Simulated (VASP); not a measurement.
**SiC (Moissanite): single point with PBE**

The system is SiC (Moissanite).

```
CELL_PARAMETERS angstrom
3.15105 0.00000 0.00000
-1.57553 2.72889 0.00000
0.00000 0.00000 5.17117
ATOMIC_POSITIONS crystal
Si 0.33333 0.66667 0.00000
Si 0.66667 0.33333 0.50000
C 0.33333 0.66667 0.38500
C 0.66667 0.33333 0.88500
```

```yaml
Program: VASP 6.6.1
Task: single point
Functional: PBE
Potentials_or_basis: VASP PAW PBE potentials, release 64 (Si, C)
Cutoff: 600 eV
k_mesh: 12 × 12 × 4
Occupations: gaussian, width 0.01 eV
Spin: no spin polarisation
Dipole_correction: no
Further_INCAR_settings: ALGO = Normal; EDIFF = 1e-06; NBANDS = 16
```

- Pressure: -10.7 GPa
- Largest force: 0.646 eV/Å
- Band gap on the k mesh: 2.45 eV, indirect (least direct gap 3.93 eV)

Forces in eV/Å, atoms in the order of the input:
```
Si   0.000  0.000  0.646
Si   0.000  0.000  0.646
C    0.000  0.000 -0.646
C    0.000  0.000 -0.646
```

Stress tensor (GPa, compression positive):
```
-10.00   0.00   0.00
  0.00 -10.00   0.00
  0.00   0.00 -12.23
```

Levels at points of the mesh, in eV from the valence-band top:
```csv
k point,band 5,band 6,band 7,band 8,band 9,band 10,band 11,band 12
"(0.00, 0.00, 0.00)",-1.52,-0.28,-0.28,0.00,4.01,5.25,6.10,6.10
"(0.50, 0.00, 0.00)",-5.17,-3.40,-3.05,-1.47,2.46,4.10,6.18,6.94
"(0.00, 0.00, 0.50)",-0.95,-0.95,-0.95,-0.95,5.07,5.07,6.79,6.79
"(0.50, 0.00, 0.50)",-2.59,-2.59,-2.26,-2.26,3.00,3.00,4.69,4.69
```

It took 51 s on 1 thread of Intel(R) Xeon(R) Platinum 8259CL CPU @ 2.50GHz (Skylake/Cascade Lake), with other jobs on the host, peak memory 0.19 GiB.

A k mesh can miss the band edges.
